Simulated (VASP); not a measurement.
Here is a VASP 6.6.1 calculation.

File INCAR:

```
SYSTEM = AlN
PREC = Accurate ; ENCUT = 520
EDIFF = 1E-6 ; ISMEAR = 0
SIGMA = 0.02 ; LREAL = .False.
LASPH = .True. ; NELM = 100
ALGO = Normal ; ISIF = 2
LWAVE = .False. ; LCHARG = .False.
GGA = PE ; NBANDS = 16
```

File KPOINTS:

```
Automatic mesh
0
Gamma
  12 12 6
  0 0 0
```

POSCAR

```
AlN
1.0
    3.0649632626      0.0000000000      0.0000000000
   -1.5324816313      2.6543360471      0.0000000000
    0.0000000000      0.0000000000      4.8888944575
Al N
2 2
Direct
    0.6666666667      0.3333333333      0.4985500920
    0.3333333333      0.6666666667      0.9985500920
    0.6666666667      0.3333333333      0.8814499080
    0.3333333333      0.6666666667      0.3814499080
```

Potentials or basis: VASP PAW PBE potentials, release 64 (Al, N).

Run with:

```console
$ cat potpaw_PBE.64/Al/POTCAR potpaw_PBE.64/N/POTCAR > POTCAR
$ mpirun -np 1 vasp_std > vasp.out
```

Estimate the band gap on the k mesh.

4.62 eV.

Estimate the largest force.

0.006 eV/Å.

Estimate the pressure.

14.8 GPa.

Forces in eV/Å, atoms in the order of the input:
```
Al   0.000  0.000 -0.006
Al   0.000  0.000 -0.006
N    0.000  0.000  0.006
N    0.000  0.000  0.006
```

Caveat: the cell stands under pressure. A k mesh can miss the band edges.
